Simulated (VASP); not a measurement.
# P in VASP: further runs, part 2 of 2

VASP 6.6.1.

### 4 Relaxation of cell and atoms, PBE

This run uses another cell than the first one: it holds 1 atom, not 4.

File INCAR:

```
SYSTEM = P
PREC = Accurate
ENCUT = 600
EDIFF = 1E-6
ISMEAR = 0
SIGMA = 0.1
LREAL = .FALSE.
LASPH = .TRUE.
NELM = 80
ALGO = Fast
ISIF = 3
LWAVE = .FALSE.
LCHARG = .FALSE.
GGA = PE
IBRION = 2
NSW = 100
EDIFFG = -0.01
```

File KPOINTS:

```
regular mesh
0
G
  22 22 22
  0 0 0
```

File POSCAR:

```
P
1.0
    2.4413406985      0.0000000000      0.0000000000
    0.0000000000      2.4413406985      0.0000000000
    0.0000000000      0.0000000000      2.4413406985
P
1
Direct
    0.0000000000      0.0000000000      0.0000000000
```

Potentials or basis: VASP PAW PBE potentials, release 64 (P).

The run is started by

```
$ cat potpaw_PBE.64/P/POTCAR > POTCAR
$ mpirun -np 1 vasp_std > vasp.out
```

OUTCAR:

```text
SYSTEM = P
   PREC = Accurate
   ENCUT = 600
   EDIFF = 1E-6
   ISMEAR = 0
   LREAL = .FALSE.
   LASPH = .TRUE.
   NELM = 80
   ISIF = 3
   GGA = PE
   IBRION = 2
   NSW = 100
   EDIFFG = -0.01

 ion  position               nearest neighbor table
   1  0.000  0.000  0.000-

  LATTYP: Found a simple cubic cell.
 ALAT       =     2.4413406985

  Lattice vectors:

 A1 = (   2.4413406985,   0.0000000000,   0.0000000000)
 A2 = (   0.0000000000,   2.4413406985,   0.0000000000)
 A3 = (   0.0000000000,   0.0000000000,   2.4413406985)

Analysis of symmetry for initial positions (statically):
=====================================================================
 Subroutine PRICEL returns:
 Original cell was already a primitive cell.

 Routine SETGRP: Setting up the symmetry group for a
 simple cubic supercell.

 Subroutine GETGRP returns: Found 48 space group operations
 (whereof 48 operations were pure point group operations)
 out of a pool of 48 trial point group operations.

The static configuration has the point symmetry O_h .

Analysis of symmetry for dynamics (positions and initial velocities):
=====================================================================
 Subroutine PRICEL returns:
 Original cell was already a primitive cell.

 Routine SETGRP: Setting up the symmetry group for a
 simple cubic supercell.

 Subroutine GETGRP returns: Found 48 space group operations
 (whereof 48 operations were pure point group operations)
 out of a pool of 48 trial point group operations.

The dynamic configuration has the point symmetry O_h .

 Subroutine INISYM returns: Found 48 space group operations
[... 165 lines left out ...]
     0.000000000  0.000000000  2.441340698     0.000000000  0.000000000  0.409610998

 POSITION                                       TOTAL-FORCE (eV/Angst)
 -----------------------------------------------------------------------------------
      0.00000      0.00000      0.00000         0.000000      0.000000      0.000000
 -----------------------------------------------------------------------------------
    total drift:                                0.000000      0.000000      0.000000

  FREE ENERGIE OF THE ION-ELECTRON SYSTEM (eV)
  ---------------------------------------------------
  free  energy   TOTEN  =        -5.2758315369 eV

  energy  without entropy=       -5.2746519225  energy(sigma->0) =       -5.27524173

--------------------------------------- Ionic step        2  -------------------------------------------

 number of electron       5.0000001 magnetization

 Free energy of the ion-electron system (eV)
  ---------------------------------------------------
  ext. energy  EPLUGINS =         0.00000000
  ---------------------------------------------------
  free energy    TOTEN  =        -5.27584223 eV

  energy without entropy =       -5.27466082  energy(sigma->0) =       -5.27525153

 E-fermi :   9.5787     XC(G=0): -11.2707

 val. band max:        9.5537521868   @ k =   0.4545   0.2727   0.2727
 cond. band min:       9.6291394826   @ k =   0.3182   0.2273   0.1364
 fundamental gap:      0.0753872958
 Fermi energy:         9.5786861686

 k-point     1 :       0.0000    0.0000    0.0000
  band No.  band energies     occupation
      1      -6.8653      2.00000
      2      14.6234      0.00000
      3      14.6234      0.00000
      4      14.6234      0.00000
      5      16.4229      0.00000
      6      16.4229      0.00000
[... 199 lines left out ...]
 k-point    24 :       0.0909    0.0909    0.0000
  band No.  band energies     occupation
      1      -6.4890      2.00000
      2      11.7651      0.00000
      3      12.6971      0.00000
      4      14.9187      0.00000
      5      17.9108      0.00000
      6      19.9496      0.00000

 [... further k-points ...]

------------------------ aborting loop because EDIFF is reached ----------------------------------------

  FORCE on cell =-STRESS in cart. coord.  units (eV):
  Direction    XX          YY          ZZ          XY          YZ          ZX
  --------------------------------------------------------------------------------------
  -------------------------------------------------------------------------------------
  Total       -0.0091632     -0.0091632     -0.0091632     -0.0000000     -0.0000000     -0.0000000
  in kB       -1.0063458     -1.0063458     -1.0063458     -0.0000000     -0.0000000     -0.0000000
  external PRESSURE =      -1.0063458 kB  Pullay stress =       0.0000000 kB

 VOLUME and BASIS-vectors are now :
 -----------------------------------------------------------------------------
  energy-cutoff  :      600.00
  volume of cell :       14.59
      direct lattice vectors                 reciprocal lattice vectors
     2.443446580 -0.000000000  0.000000000     0.409257975  0.000000000 -0.000000000
    -0.000000000  2.443446580 -0.000000000     0.000000000  0.409257975  0.000000000
     0.000000000 -0.000000000  2.443446580    -0.000000000  0.000000000  0.409257975

 POSITION                                       TOTAL-FORCE (eV/Angst)
 -----------------------------------------------------------------------------------
      0.00000      0.00000      0.00000         0.000000      0.000000      0.000000
 -----------------------------------------------------------------------------------
    total drift:                                0.000000     -0.000000     -0.000000

  FREE ENERGIE OF THE ION-ELECTRON SYSTEM (eV)
  ---------------------------------------------------
  free  energy   TOTEN  =        -5.2758422267 eV

  energy  without entropy=       -5.2746608238  energy(sigma->0) =       -5.27525153

 reached required accuracy - stopping structural energy minimisation
```

CONTCAR:

```text
P
   1.00000000000000
     2.4434465800638425   -0.0000000000000000    0.0000000000000000
    -0.0000000000000000    2.4434465800638425   -0.0000000000000000
     0.0000000000000000   -0.0000000000000000    2.4434465800638430
  P
     1
Direct
     0.0000000000000000    0.0000000000000000    0.0000000000000000

  0.00000000E+00  0.00000000E+00  0.00000000E+00
```

It took 16 s on 1 thread of Oxide Virtual Turin-like, shared host; peak memory 0.12 GiB.

Results:

- Free energy: -5.2758 eV
- Relaxed volume: 14.59 Å³/atom
- Relaxed cell: a = 2.443 Å, b = 2.443 Å, c = 2.443 Å, α = 90.00°, β = 90.00°, γ = 90.00°
- Space group after relaxing (to 0.1 Å): Pm-3m (No. 221)
- Energy gained by relaxing: 0.0 meV/atom
- Ionic steps: 2
- Pressure after relaxing: -0.1 GPa
- Band gap on the k mesh: zero (an odd number of electrons rules out a gap without spin polarisation)

Final structure:
```xyz
1
Lattice="2.4434 0.0000 0.0000 0.0000 2.4434 0.0000 0.0000 0.0000 2.4434" Properties=species:S:1:pos:R:3 pbc="T T T"
P     0.0000    0.0000    0.0000
```

### 5 Relaxation of cell and atoms, PBE

This run uses another cell than the first one: it holds 2 atoms, not 4.

File INCAR:

```
SYSTEM = P
  ALGO = Fast
  EDIFF = 1E-6
  EDIFFG = -0.01
  ENCUT = 600
  GGA = PE
  IBRION = 2
  ISIF = 3
  ISMEAR = 0
  LASPH = .True.
  LCHARG = .False.
  LREAL = .False.
  LWAVE = .False.
  NELM = 80
  NSW = 100
  PREC = Accurate
  SIGMA = 0.1
```

File KPOINTS:

```
k-points
0
Gamma
  22 22 12
  0 0 0
```

File POSCAR:

```
P
1.0
    2.4544431734      0.0000000000      0.0000000000
    0.0000000000      2.4544431734      0.0000000000
    0.0000000000      0.0000000000      4.8820004587
P
2
Direct
    0.0000000000      0.0000000000      0.2596099807
    0.0000000000      0.0000000000      0.7403900193
```

The run is started by

```
$ cat potpaw_PBE.64/P/POTCAR > POTCAR
$ mpirun -np 1 vasp_std > vasp.out
```

Wall time 8.5 min (1 thread of Oxide Virtual Turin-like, shared host); peak memory 0.24 GiB.

Results (log left out):

| Item | Value |
| --- | --- |
| Free energy | -10.5478 eV |
| Relaxed volume | 14.58 Å³/atom |
| Relaxed cell | a = 2.446 Å, b = 2.446 Å, c = 4.876 Å, α = 90.00°, β = 90.00°, γ = 90.00° |
| Space group after relaxing (to 0.1 Å) | Pm-3m (No. 221) |
| Energy gained by relaxing | 3.3 meV/atom |
| Ionic steps | 10 |
| Pressure after relaxing | 0.0 GPa |
| Largest force after relaxing | 0.005 eV/Å |
| Band gap on the k mesh | zero (bands 5 and 6 overlap by 10.12 eV) |

Forces on the atoms (eV/Å):
```
P    0.000  0.000 -0.005
P    0.000  0.000  0.005
```

Step by step:
```tsv
step	energy change (eV)	largest force (eV/Å)	pressure (GPa)	volume (Å³)
1	0.0000	0.1349	-0.05	29.41
2	-0.0021	0.0932	-0.28	29.39
3	-0.0025	0.0718	-0.41	29.37
4	-0.0041	0.0723	0.14	29.18
5	-0.0048	0.0571	0.89	28.96
6	-0.0057	0.0367	0.71	28.99
7	-0.0063	0.0068	0.43	29.05
8	-0.0063	0.0040	0.41	29.06
9	-0.0065	0.0055	0.07	29.15
10	-0.0065	0.0053	-0.03	29.17
```

Final structure:
```
CELL_PARAMETERS angstrom
2.44573 0.00000 0.00000
0.00000 2.44573 0.00000
0.00000 0.00000 4.87647
ATOMIC_POSITIONS crystal
P 0.00000 0.00000 0.25049
P 0.00000 0.00000 0.74951
```

Levels at points of the mesh, in eV from the Fermi level:
| k point | band 1 | band 2 | band 3 | band 4 | band 5 | band 6 | band 7 | band 8 | band 9 |
| --- | --- | --- | --- | --- | --- | --- | --- | --- | --- |
| (0.00, 0.00, 0.00) | -16.47 | -12.12 | -8.64 | 4.98 | 4.98 | 5.11 | 6.80 | 6.84 | 7.82 |
| (0.50, 0.00, 0.00) | -12.18 | -8.63 | -7.46 | -5.28 | -5.22 | 1.02 | 7.78 | 7.90 | 9.37 |
| (0.50, 0.50, 0.00) | -7.53 | -5.26 | -5.26 | -2.21 | -2.15 | -2.15 | -1.67 | 1.02 | 4.69 |
| (0.00, 0.00, 0.50) | -15.08 | -15.04 | -3.05 | -3.01 | 6.04 | 6.04 | 6.07 | 6.07 | 7.85 |
| (0.50, 0.00, 0.50) | -10.78 | -10.73 | -7.40 | -7.37 | 0.46 | 0.51 | 6.08 | 6.10 | 8.77 |
| (0.50, 0.50, 0.50) | -6.13 | -6.08 | -4.10 | -4.10 | -4.07 | -4.07 | 2.35 | 2.37 | 4.47 |

### 6 Summary

```csv
task,cell,k mesh,cutoff (eV),smearing,gap on the mesh (eV),pressure (GPa),relaxed volume (Å³/atom),largest force (eV/Å)
single point,"a = 2.453, b = 4.912, c = 4.882 Å, 4 atoms, atomic positions A",8 × 4 × 4,520,gaussian 0.2 eV,none,-0.3,-,0.02
single point,"a = 2.447, b = 2.447, c = 4.880 Å, 2 atoms, atomic positions B",22 × 22 × 12,520,gaussian 0.1 eV,none,-0.3,-,-
relaxation of cell and atoms,"relaxed from a = 2.441 Å, 1 atom, atomic positions C",22 × 22 × 22,600,gaussian 0.1 eV,none,-0.1,14.59,-
relaxation of cell and atoms,"relaxed from a = 2.454, b = 2.454, c = 4.882 Å, 2 atoms, atomic positions D",22 × 22 × 12,600,gaussian 0.1 eV,none,0.0,14.58,0.01
```

Alike in all rows: level PBE; potentials or basis VASP PAW PBE potentials, release 64 (P); no spin polarisation.

Absolute energies hang on the potentials; compare differences alone.

The gap in the log of VASP goes by the Fermi energy; the results here count the filled bands.